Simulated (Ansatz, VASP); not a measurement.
## W in VASP and in Ansatz

```
W
1.0
     0.00000   -1.98648   -1.98648
     0.00000    1.98648   -1.98648
     3.97296    0.00000    0.00000
W
2
Cartesian
  1.9593 -0.0808 -1.9865
  0.0272 0.0808 0.0000
```

Change from the starting cell: mode 4 frozen in at -0.081 Å and mode 6 at -0.027 Å (largest displacements).

Alike in both runs: task single point; functional LDA; k mesh 16 × 16 × 12; occupations gaussian, width 0.15 eV; no spin polarisation.

```csv
,VASP,Ansatz
version,VASP 6.6.1,Ansatz 0.2.0
potentials or method,"VASP PAW LDA potentials, release 64 (W_sv), cutoff 500 eV","scalar-relativistic, plane waves, PAW"
valence electrons in the cell,28,28
```

VASP gave:

```
gap on the k mesh at the Fermi level (eV)                     : none
pressure (GPa)                                                : 3.6
traceless stress, the component that is largest in VASP (GPa) : -1.96
rms of the force components (eV/Å)                            : 0.584
```

Estimate Ansatz's values.

gap on the k mesh at the Fermi level (eV): none; pressure (GPa): 1.9; traceless stress, the component that is largest in VASP (GPa): -1.97; rms of the force components (eV/Å): 0.570.

Ansatz warns that its potentials were made for another functional, while VASP's fit it. LDA's correlation is that of Perdew and Zunger in VASP and of Perdew and Wang (1992) in Ansatz. Atom by atom the forces differ by 0.015 eV/Å (rms over components). A gap of «none» marks a metal or a gap that the smearing closes.

Spin-orbit coupling is off throughout.
